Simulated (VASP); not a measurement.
Si3F: relaxation of cell and atoms with PBE

Si3F:

```
Si F
1.0
     0.00000    3.11443    3.11443
     3.11443    0.00000    3.11443
     3.11443    3.11443    0.00000
Si F
3 1
Cartesian
  4.6717 4.6717 4.6717
  1.5572 1.5572 1.5572
  0.0000 0.0000 0.0000
  3.1144 3.1144 3.1144
```

The cell was generated, and may not be a known phase.

| Quantity | Value |
| --- | --- |
| Program | VASP 6.6.1 |
| Task | relaxation of cell and atoms |
| Functional | PBE |
| Potentials or basis | VASP PAW PBE potentials, release 64 (Si, F) |
| Cutoff | 600 eV |
| k mesh | 6 × 6 × 6 |
| Occupations | gaussian, width 0.1 eV |
| Spin | no spin polarisation |
| Dipole correction | no |
| Further INCAR settings | ALGO = Normal; EDIFF = 1e-06; IBRION = 2; EDIFFG = -0.04; NSW = 90; ISIF = 3 |

* Relaxed volume: 13.41 Å³/atom
* Relaxed cell: a = 4.233 Å, b = 4.233 Å, c = 4.233 Å, α = 60.00°, β = 60.00°, γ = 60.00°
* Space group after relaxing (to 0.1 Å): Fm-3m (No. 225)
* Energy gained by relaxing: 48.8 meV/atom
* Ionic steps: 2
* Pressure after relaxing: 0.5 GPa
* Band gap on the k mesh: zero (an odd number of electrons rules out a gap without spin polarisation)

The path:
```csv
step,energy change (eV),largest force (eV/Å),pressure (GPa),volume (Å³)
1,0.0000,0.0000,-8.57,60.42
2,-0.1953,0.0000,0.45,53.63
```

Final structure:
```xyz
4
Lattice="0.0000 2.9930 2.9930 2.9930 0.0000 2.9930 2.9930 2.9930 0.0000" Properties=species:S:1:pos:R:3 pbc="T T T"
Si    4.4896    4.4896    4.4896
Si    1.4965    1.4965    1.4965
Si    2.9930    5.9861    2.9930
F     2.9930    2.9930    2.9930
```

Levels at points of the mesh, in eV from the Fermi level:
```csv
k point,band 5,band 6,band 7,band 8,band 9,band 10,band 11,band 12,band 13
"(0.00, 0.00, 0.00)",-5.46,-2.66,-1.90,-1.90,-1.90,-1.08,-1.08,-1.08,0.50
"(0.50, 0.00, 0.00)",-5.74,-4.42,-3.17,-3.17,-2.69,0.55,0.55,1.67,5.48
"(0.50, 0.50, 0.00)",-6.89,-6.17,-3.31,-2.31,-2.31,0.49,4.16,4.16,6.43
```

Wall time 65 s on 1 thread of Intel Xeon 8259CL, on a shared host, peak memory 0.2 GiB.

Caveat: an odd number of electrons without spin polarisation forces a metal; a magnetic or distorted state may lie lower.
